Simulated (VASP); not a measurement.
Write the native input for VASP 6.6.1 that does the following.

```
Task                   : single point
Functional             : PBE
Potentials or basis    : VASP PAW PBE potentials, release 64 (Sn_d, Se)
Cutoff                 : 520 eV
k mesh                 : 6 × 6 × 4
Occupations            : gaussian, width 0.1 eV
Spin                   : no spin polarisation
Dipole correction      : no
Further INCAR settings : ALGO = Normal; EDIFF = 1e-06; NBANDS = 24
```

The structure of Sn2Se lies in POSCAR:

```
Sn2Se
1.0
    4.4408332600      0.0000000000      0.0000000000
   -2.2204166300      3.8458744200      0.0000000000
    0.0000000000      0.0000000000      4.8002724900
Sn Se
2 1
Direct
    0.3333333300      0.6666666700      0.5000000000
    0.6666666700      0.3333333300      0.5000000000
    0.0000000000      0.0000000000      0.0000000000
```

The cell was built from a structure type or drawn by symmetry, and may not be a known phase.

These files were run (other wordings do the same):

INCAR

```
PREC = Accurate
ENCUT = 520
EDIFF = 1E-6
ISMEAR = 0
SIGMA = 0.1
LREAL = F
LASPH = T
NELM = 80
ALGO = Normal
ISIF = 2
LWAVE = F
LCHARG = F
GGA = PE
NBANDS = 24
```

KPOINTS

```
Automatic mesh
0
Gamma
  6 6 4
```

Potentials or basis: VASP PAW PBE potentials, release 64 (Sn_d, Se).

Launch:

```bash
$ cat potpaw_PBE.64/Sn_d/POTCAR potpaw_PBE.64/Se/POTCAR > POTCAR
$ mpirun -np 1 vasp_std > vasp.out
```

Results of the run:

```
Pressure               : 10.7 GPa
Band gap on the k mesh : zero (bands 17 and 18 overlap by 1.49 eV)
```

Caveat: the cell stands under pressure; spin-orbit coupling is left out, which moves the levels of the heavy elements.

It took 39 s on 1 thread of Intel(R) Xeon(R) Platinum 8259CL CPU @ 2.50GHz (Skylake/Cascade Lake), on a shared host, peak memory 0.21 GiB.
